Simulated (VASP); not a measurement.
# Nb (I4/mmm) in VASP: notebook, part 2 of 2

VASP 6.6.1. Earlier steps stand in the parts before.

## Step 4: Single point, PBEsol (strain -0.040 along x and y, +0.080 along z)

The input, INCAR:

```
PREC = Accurate
ENCUT = 520
EDIFF = 1E-6
ISMEAR = 0
SIGMA = 0.15
LREAL = False
LASPH = True
NELM = 80
ALGO = Fast
ISIF = 2
LWAVE = False
LCHARG = False
GGA = PS
NBANDS = 12
```

The input, KPOINTS:

```
regular mesh
0
Gamma
  20 20 20
```

The input, POSCAR:

```
Nb
1.0
    0.0000000000      2.0304000000      2.2842000000
    2.0304000000      0.0000000000      2.2842000000
    2.0304000000      2.0304000000      0.0000000000
Nb
1
Direct
    0.0000000000      0.0000000000      0.0000000000
```

Potentials or basis: VASP PAW PBE potentials, release 64 (Nb_sv).

The run is started by

```console
cat potpaw_PBE.64/Nb_sv/POTCAR > POTCAR
mpirun -np 1 vasp_std > vasp.out
```

OUTCAR:

```text
PREC = Accurate
   ENCUT = 520
   EDIFF = 1E-6
   ISMEAR = 0
   LREAL = False
   LASPH = True
   NELM = 80
   ISIF = 2
   GGA = PS

 ion  position               nearest neighbor table
   1  0.000  0.000  0.000-

  LATTYP: Found a body centered tetragonal cell.
 ALAT       =     2.8714192170
 C/A-ratio  =     1.5909902577

  Lattice vectors:

 A1 = (  -2.0304000000,   0.0000000000,   2.2842000000)
 A2 = (   2.0304000000,   0.0000000000,   2.2842000000)
 A3 = (   0.0000000000,   2.0304000000,  -2.2842000000)

Analysis of symmetry for initial positions (statically):
=====================================================================
 Subroutine PRICEL returns:
 Original cell was already a primitive cell.

 Routine SETGRP: Setting up the symmetry group for a
 body centered tetragonal supercell.

 Subroutine GETGRP returns: Found 16 space group operations
 (whereof 16 operations were pure point group operations)
 out of a pool of 16 trial point group operations.

The static configuration has the point symmetry D_4h.

Analysis of symmetry for dynamics (positions and initial velocities):
=====================================================================
[... 162 lines left out ...]
 Fermi energy:        10.7064898783

 k-point     1 :       0.0000    0.0000    0.0000
  band No.  band energies     occupation
      1     -43.8994      2.00000
      2     -19.3635      2.00000
      3     -19.2748      2.00000
      4     -19.2748      2.00000
      5       4.5502      2.00000
      6      10.0317      2.00000
      7      11.4592      0.00000
      8      11.4592      0.00000
      9      12.3800      0.00000
     10      14.3911      0.00000
     11      22.8026      0.00000
     12      25.3342      0.00000
[... 331 lines left out ...]
 k-point    24 :      -0.3500    0.0500    0.0000
  band No.  band energies     occupation
      1     -43.7286      2.00000
      2     -20.3494      2.00000
      3     -19.5577      2.00000
      4     -19.3172      2.00000
      5       7.0441      2.00000
      6      10.2120      2.00000
      7      10.8995      0.06885
      8      11.6975      0.00000
      9      14.3126      0.00000
     10      15.2098      0.00000
     11      21.8368      0.00000
     12      24.1547      0.00000

 [... further k-points ...]
[... 5 lines left out ...]
  --------------------------------------------------------------------------------------
  -------------------------------------------------------------------------------------
  Total       -1.5166665     -1.5166665      0.1759795      0.0000000      0.0000000     -0.0000000
  in kB     -129.0248454   -129.0248454     14.9708079      0.0000000      0.0000000     -0.0000000
  external PRESSURE =     -81.0262943 kB  Pullay stress =       0.0000000 kB

 VOLUME and BASIS-vectors are now :
 -----------------------------------------------------------------------------
  energy-cutoff  :      520.00
  volume of cell :       18.83
      direct lattice vectors                 reciprocal lattice vectors
     0.000000000  2.030400000  2.284200000    -0.246256895  0.246256895  0.218895018
     2.030400000  0.000000000  2.284200000     0.246256895 -0.246256895  0.218895018
     2.030400000  2.030400000  0.000000000     0.246256895  0.246256895 -0.218895018

 POSITION                                       TOTAL-FORCE (eV/Angst)
 -----------------------------------------------------------------------------------
      0.00000      0.00000      0.00000        -0.000000      0.000000      0.000000
 -----------------------------------------------------------------------------------
    total drift:                               -0.000000      0.000000      0.000000

  FREE ENERGIE OF THE ION-ELECTRON SYSTEM (eV)
  ---------------------------------------------------
  free  energy   TOTEN  =       -10.6943644814 eV

  energy  without entropy=      -10.6778784320  energy(sigma->0) =      -10.68612146
```

stdout:

```text
POSCAR found type information on POSCAR Nb
 POSCAR found :  1 types and       1 ions
 scaLAPACK will be used
 -----------------------------------------------------------------------------
|                                                                             |
|                                                                             |
|     You enforced a specific xc type in the INCAR file but a different       |
|     I HOPE YOU KNOW WHAT YOU ARE DOING!                                     |
|                                                                             |
 -----------------------------------------------------------------------------

 LDA part: xc-table for (Slater+PW92), standard interpolation
 POSCAR, INCAR and KPOINTS ok, starting setup
 FFT: planning ... GRIDC
 FFT: planning ... GRID_SOFT
 FFT: planning ... GRID
 WAVECAR not read
 entering main loop
WARNING in EDDRMM: call to ZHEGV failed, returncode =   6  3      8
```

It took 2.5 min on 1 thread of Intel Xeon Platinum 8559C (Emerald Rapids), shared host; peak memory 0.25 GiB.

Results:

- Free energy: -10.6944 eV
- Pressure: -8.1 GPa
- Band gap on the k mesh: zero (an odd number of electrons rules out a gap without spin polarisation)

Stress tensor (GPa, compression positive):
```
-12.90   0.00   0.00
  0.00 -12.90   0.00
  0.00   0.00   1.50
```

Caveat: the cell differs from its parent crystal (strain -0.040 along x and y, +0.080 along z); the stress differs along the axes, from -13 to 1 GPa; the PAW data sets were made with another functional, which shifts forces and pressure a little.

## Step 5: Single point, PBEsol (strain +0.040 along x and y, -0.080 along z)

The input, INCAR:

```
SYSTEM = Nb
  PREC = Accurate
  ENCUT = 520
  EDIFF = 1E-6
  ISMEAR = 0
  SIGMA = 0.15
  LREAL = .FALSE.
  LASPH = .TRUE.
  NELM = 60
  ALGO = Fast
  ISIF = 2
  LWAVE = .FALSE.
  LCHARG = .FALSE.
  GGA = PS
  NBANDS = 12
```

The input, KPOINTS:

```
Automatic mesh
0
G
  20 20 20
  0 0 0
```

The input, POSCAR:

```
Nb
1.0
    0.0000000000      2.1996000000      1.9458000000
    2.1996000000      0.0000000000      1.9458000000
    2.1996000000      2.1996000000      0.0000000000
Nb
1
Direct
    0.0000000000      0.0000000000      0.0000000000
```

The run is started by

```console
cat potpaw_PBE.64/Nb_sv/POTCAR > POTCAR
mpirun -np 1 vasp_std > vasp.out
```

Wall time 2.4 min (1 thread of Intel Xeon Platinum 8559C (Emerald Rapids), shared host); peak memory 0.25 GiB.

Results (log left out):

- Free energy: -10.7177 eV
- Pressure: -8.6 GPa
- Band gap on the k mesh: zero (an odd number of electrons rules out a gap without spin polarisation)

Stress tensor (GPa, compression positive):
```
 -2.50   0.00   0.00
  0.00  -2.50   0.00
  0.00   0.00 -20.66
```

Levels at points of the mesh, in eV from the Fermi level:
```tsv
k point	band 4	band 5	band 6	band 7	band 8	band 9
(0.00, 0.00, 0.00)	-29.96	-6.11	-0.09	-0.09	1.21	1.86
(0.50, 0.00, 0.00)	-30.02	-3.71	-0.69	0.95	1.53	4.31
(0.50, 0.50, 0.00)	-30.54	-3.91	-3.36	4.77	5.22	5.35
(0.50, 0.00, 0.50)	-30.19	-3.89	-2.95	2.99	4.53	4.68
```

Caveat: the cell differs from its parent crystal (strain +0.040 along x and y, -0.080 along z); the stress differs along the axes, from -21 to -2 GPa; the PAW data sets were made with another functional, which shifts forces and pressure a little.

## Step 6: Single point, PBEsol (strain +0.040 along x and y, -0.040 along z)

The input, INCAR:

```
SYSTEM = Nb
PREC = Accurate
ENCUT = 520
EDIFF = 1E-7
ISMEAR = 0
SIGMA = 0.15
LREAL = .FALSE.
LASPH = .TRUE.
NELM = 60
ALGO = Fast
ISIF = 2
LWAVE = .FALSE.
LCHARG = .TRUE.
GGA = PS
LELF = .TRUE.
LVHAR = .TRUE.
NBANDS = 12
```

The input, KPOINTS:

```
regular mesh
0
G
  20 20 20
  0 0 0
```

The input, POSCAR:

```
Nb
1.0
    0.0000000000      2.1996000000      2.0304000000
    2.1996000000      0.0000000000      2.0304000000
    2.1996000000      2.1996000000      0.0000000000
Nb
1
Direct
    0.0000000000      0.0000000000      0.0000000000
```

Potentials or basis: VASP PAW PBE potentials, release 64 (Nb_sv).

The run is started by

```console
cat potpaw_PBE.64/Nb_sv/POTCAR > POTCAR
mpirun -np 1 vasp_std > vasp.out
```

OUTCAR:

```text
SYSTEM = Nb
   PREC = Accurate
   ENCUT = 520
   EDIFF = 1E-7
   ISMEAR = 0
   LREAL = .FALSE.
   LASPH = .TRUE.
   NELM = 60
   ISIF = 2
   GGA = PS

 ion  position               nearest neighbor table
   1  0.000  0.000  0.000-

  LATTYP: Found a body centered tetragonal cell.
 ALAT       =     3.1107041518
 C/A-ratio  =     1.3054279037

  Lattice vectors:

 A1 = (   0.0000000000,  -2.1996000000,  -2.0304000000)
 A2 = (   0.0000000000,   2.1996000000,  -2.0304000000)
 A3 = (   2.1996000000,   0.0000000000,   2.0304000000)

Analysis of symmetry for initial positions (statically):
=====================================================================
 Subroutine PRICEL returns:
 Original cell was already a primitive cell.

 Routine SETGRP: Setting up the symmetry group for a
 body centered tetragonal supercell.

 Subroutine GETGRP returns: Found 16 space group operations
 (whereof 16 operations were pure point group operations)
 out of a pool of 16 trial point group operations.

The static configuration has the point symmetry D_4h.

[... 168 lines left out ...]
      1     -44.5322      2.00000
      2     -20.0192      2.00000
      3     -20.0144      2.00000
      4     -20.0144      2.00000
      5       4.0795      2.00000
      6      10.1054      1.36175
      7      10.1054      1.36175
      8      10.9455      0.00000
      9      12.1859      0.00000
     10      13.2477      0.00000
     11      22.0784      0.00000
     12      25.7976      0.00000
[... 331 lines left out ...]
 k-point    24 :      -0.3500    0.0500    0.0000
  band No.  band energies     occupation
      1     -44.3962      2.00000
      2     -20.8742      2.00000
      3     -20.1687      2.00000
      4     -20.1157      2.00000
      5       6.5647      2.00000
      6       9.9754      1.90996
      7      10.1492      1.04545
      8      10.8267      0.00000
      9      13.6852      0.00000
     10      14.1196      0.00000
     11      21.1815      0.00000
     12      23.2194      0.00000

 [... further k-points ...]

------------------------ aborting loop because EDIFF is reached ----------------------------------------

  FORCE on cell =-STRESS in cart. coord.  units (eV):
  Direction    XX          YY          ZZ          XY          YZ          ZX
  --------------------------------------------------------------------------------------
  -------------------------------------------------------------------------------------
  Total       -1.0464581     -1.0464581     -2.8108560      0.0000000     -0.0000000      0.0000000
  in kB      -85.3362239    -85.3362239   -229.2187597      0.0000000     -0.0000000      0.0000000
  external PRESSURE =    -133.2970692 kB  Pullay stress =       0.0000000 kB

 VOLUME and BASIS-vectors are now :
 -----------------------------------------------------------------------------
  energy-cutoff  :      520.00
  volume of cell :       19.65
      direct lattice vectors                 reciprocal lattice vectors
     0.000000000  2.199600000  2.030400000    -0.227314057  0.227314057  0.246256895
     2.199600000  0.000000000  2.030400000     0.227314057 -0.227314057  0.246256895
     2.199600000  2.199600000  0.000000000     0.227314057  0.227314057 -0.246256895

 POSITION                                       TOTAL-FORCE (eV/Angst)
 -----------------------------------------------------------------------------------
      0.00000      0.00000      0.00000         0.000000     -0.000000      0.000000
 -----------------------------------------------------------------------------------
    total drift:                                0.000000      0.000000     -0.000000

  FREE ENERGIE OF THE ION-ELECTRON SYSTEM (eV)
  ---------------------------------------------------
  free  energy   TOTEN  =       -10.6058466254 eV

  energy  without entropy=      -10.5889106400  energy(sigma->0) =      -10.59737863
```

stdout:

```text
POSCAR found type information on POSCAR Nb
 POSCAR found :  1 types and       1 ions
 scaLAPACK will be used
 -----------------------------------------------------------------------------
|                                                                             |
|                                                                             |
|     You enforced a specific xc type in the INCAR file but a different       |
|     I HOPE YOU KNOW WHAT YOU ARE DOING!                                     |
|                                                                             |
 -----------------------------------------------------------------------------

 LDA part: xc-table for (Slater+PW92), standard interpolation
 POSCAR, INCAR and KPOINTS ok, starting setup
 FFT: planning ... GRIDC
 FFT: planning ... GRID_SOFT
 FFT: planning ... GRID
 WAVECAR not read
 entering main loop
WARNING in EDDRMM: call to ZHEGV failed, returncode =   6  3     11
WARNING in EDDRMM: call to ZHEGV failed, returncode =   6  3     12
WARNING in EDDRMM: call to ZHEGV failed, returncode =   6  3     10
WARNING in EDDRMM: call to ZHEGV failed, returncode =   6  3     10
WARNING in EDDRMM: call to ZHEGV failed, returncode =   8  4     11
WARNING in EDDRMM: call to ZHEGV failed, returncode =   8  4     10
WARNING in EDDRMM: call to ZHEGV failed, returncode =   6  3     12
WARNING in EDDRMM: call to ZHEGV failed, returncode =   6  3     10
```

Run time: 3 min. Hardware: 1 thread of Intel Xeon Platinum 8559C (Emerald Rapids), shared host; peak memory 0.26 GiB.

What came out:

```yaml
Free_energy: -10.6058 eV
Pressure: -13.3 GPa
Band_gap_on_the_k_mesh: zero (an odd number of electrons rules out a gap without spin polarisation)
```

Stress tensor (GPa, compression positive):
```
 -8.53   0.00   0.00
  0.00  -8.53   0.00
  0.00   0.00 -22.92
```

Levels at points of the mesh, in eV from the Fermi level:
```tsv
k point	band 2	band 3	band 4	band 5	band 6	band 7	band 8	band 9	band 10	band 11
(0.00, 0.00, 0.00)	-30.17	-30.17	-30.17	-6.08	-0.05	-0.05	0.79	2.03	3.09	11.92
(0.50, 0.00, 0.00)	-31.21	-30.36	-30.25	-3.62	-0.45	0.54	1.28	4.19	4.75	9.93
(0.50, 0.50, 0.00)	-31.14	-30.63	-30.63	-3.76	-3.15	4.33	4.44	5.01	5.01	10.22
(0.50, 0.00, 0.50)	-31.14	-30.57	-30.42	-3.76	-2.94	2.93	4.36	4.58	5.34	10.81
```

Caveat: the cell differs from its parent crystal (strain +0.040 along x and y, -0.040 along z); the stress differs along the axes, from -23 to -9 GPa; the PAW data sets were made with another functional, which shifts forces and pressure a little.

## Step 7: The runs side by side

```tsv
cell	further INCAR settings	gap on the mesh (eV)	pressure (GPa)
a = 3.001, b = 3.001, c = 2.752 Å, angles 62.7, 62.7, 54.6°, 1 atom	ALGO = Fast; EDIFF = 1e-07; NBANDS = 12	none	6.0
a = 2.874, b = 2.874, c = 2.991 Å, angles 58.6, 58.6, 62.7°, 1 atom	ALGO = Fast; EDIFF = 1e-06; NBANDS = 12	none	6.0
a = 3.056, b = 3.056, c = 2.871 Å, angles 62.0, 62.0, 56.0°, 1 atom	ALGO = Fast; EDIFF = 1e-06; NBANDS = 12	none	-8.1
a = 2.937, b = 2.937, c = 3.111 Å, angles 58.0, 58.0, 64.0°, 1 atom	ALGO = Fast; EDIFF = 1e-06; NBANDS = 12	none	-8.6
a = 2.993, b = 2.993, c = 3.111 Å, angles 58.7, 58.7, 62.6°, 1 atom	ALGO = Fast; EDIFF = 1e-07; NBANDS = 12	none	-13.3
```

Alike in all rows: task single point; level PBEsol; potentials or basis VASP PAW PBE potentials, release 64 (Nb_sv); no spin polarisation; k mesh 20 × 20 × 20; cutoff (eV) 520; smearing gaussian 0.15 eV.

Caveats: the PAW data sets were made with another functional, which shifts forces and pressure a little; the stress differs along the axes, from 1 to 15 GPa (at least some runs); the stress differs along the axes, from -8 to 13 GPa (at least some runs); the stress differs along the axes, from -13 to 1 GPa (at least some runs); the stress differs along the axes, from -21 to -2 GPa (at least some runs); the stress differs along the axes, from -23 to -9 GPa (at least some runs).

Absolute energies hang on the potentials; compare differences alone.
